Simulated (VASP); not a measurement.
Here is a VASP 6.6.1 calculation.

Contents of INCAR:

```
SYSTEM = TiC
ALGO     = Normal         ! electronic algorithm
EDIFF    = 1E-8           ! SCF threshold, eV
ENCUT    = 520            ! plane-wave cutoff, eV
GGA      = PS             ! functional
ISIF     = 2              ! what is computed and relaxed
ISMEAR   = -1             ! smearing method
LASPH    = .True.         ! aspherical terms in the spheres
LCHARG   = .False.        ! write CHGCAR
LEFG     = .True.       
LREAL    = .False.        ! projectors in reciprocal space
LWAVE    = .False.        ! write WAVECAR
NBANDS   = 15             ! bands
NELM     = 100            ! most SCF steps
PREC     = Accurate       ! precision mode
SIGMA    = 0.03           ! smearing width, eV
```

File KPOINTS:

```
k-points
0
Gamma
  16 16 16
  0 0 0
```

The input POSCAR:

```
TiC
1.0
    0.0000000000      2.1640000000      2.1640000000
    2.1640000000      0.0000000000      2.1640000000
    2.1640000000      2.1640000000      0.0000000000
Ti C
1 1
Direct
    0.0000000000      0.0000000000      0.0000000000
    0.5000000000      0.5000000000      0.5000000000
```

Potentials or basis: VASP PAW PBE potentials, release 64 (Ti_sv, C).

Launch:

```console
$ cat potpaw_PBE.64/Ti_sv/POTCAR potpaw_PBE.64/C/POTCAR > POTCAR
$ mpirun -np 1 vasp_std > vasp.out
```

**Question.** What does it give for the band gap on the k mesh?

**Answer.** Zero (bands 8 and 9 overlap by 1.07 eV).

**Question.** Predict the pressure.

**Answer.** -5.9 GPa.

Caveat: the cell stands under tension; the PAW data sets were made with another functional, which shifts forces and pressure a little.
